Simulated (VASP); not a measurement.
Here is a VASP 6.6.1 calculation.

File INCAR:

```
ALGO     = Normal         # electronic algorithm
EDIFF    = 1E-6           # SCF threshold, eV
ENCUT    = 520            # plane-wave cutoff, eV
GGA      = CA             # functional
ISIF     = 2              # what is computed and relaxed
ISMEAR   = 1              # smearing method
LASPH    = T              # aspherical terms in the spheres
LCHARG   = F              # write CHGCAR
LREAL    = F              # projectors in reciprocal space
LWAVE    = F              # write WAVECAR
NBANDS   = 26             # bands
NELM     = 60             # most SCF steps
PREC     = Accurate       # precision mode
SIGMA    = 0.1            # smearing width, eV
```

KPOINTS

```
k-points
0
Gamma
  13 13 13
```

POSCAR

```
ZrNbN2
1.0
    1.5713109750      0.9071965500      5.1727030000
   -1.5713109750      0.9071965500      5.1727030000
    0.0000000000     -1.8143940750      5.1727030000
Zr Nb N
1 1 2
Direct
    0.5000000000      0.5000000000      0.5000000000
    0.0000000000      0.0000000000      0.0000000000
    0.7492170000      0.7492170000      0.7492170000
    0.2507830000      0.2507830000      0.2507830000
```

Potentials or basis: VASP PAW LDA potentials, release 64 (Zr_sv, Nb_sv, N).

Command:

```bash
$ cat potpaw_LDA.64/Zr_sv/POTCAR potpaw_LDA.64/Nb_sv/POTCAR potpaw_LDA.64/N/POTCAR > POTCAR
$ mpirun -np 1 vasp_std > vasp.out
```

(1) Predict the largest force.

(2) Estimate the pressure.

## Answers

(1) 0.191 eV/Å.

(2) -3.7 GPa.
